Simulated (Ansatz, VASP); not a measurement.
AlB2N3: VASP beside Ansatz

```xyz
6
Lattice="-1.3562 1.3562 5.4574 1.3562 -1.3562 5.4574 1.3562 1.3562 -5.4574" Properties=species:S:1:pos:R:3 pbc="T T T"
Al    0.0000    0.0000    5.4574
B     0.0000    0.0000    8.9483
B     0.0000    0.0000    1.9664
N     0.0000    0.0000    0.0000
N     0.0000    0.0000    7.4231
N     0.0000    0.0000    3.4917
```

Alike in both runs: functional PBE; k mesh 8 × 8 × 8; occupations gaussian, width 0.1 eV; no spin polarisation.

Ansatz relaxed the structure, and its values are those at the end. VASP's run is a single point on that final structure, the one shown.

```csv
,VASP,Ansatz
version,VASP 6.6.1,Ansatz 0.2.0
potentials or method,"VASP PAW PBE potentials, release 64 (Al, B, N), cutoff 520 eV","scalar-relativistic, plane waves, PAW"
valence electrons in the cell,24,24
```

```csv
,VASP,Ansatz,Ansatz less VASP
gap on the k mesh at the Fermi level (eV),0.89,0.89,+0.003
least direct gap on the mesh (eV),2.36,2.36,+0.003
pressure (GPa),0.1,0.2,+0.09
rms of the force components (eV/Å),0.019,0.003,-0.0159
```

With one functional, cell and mesh, what is left measures potentials, basis and numerics.
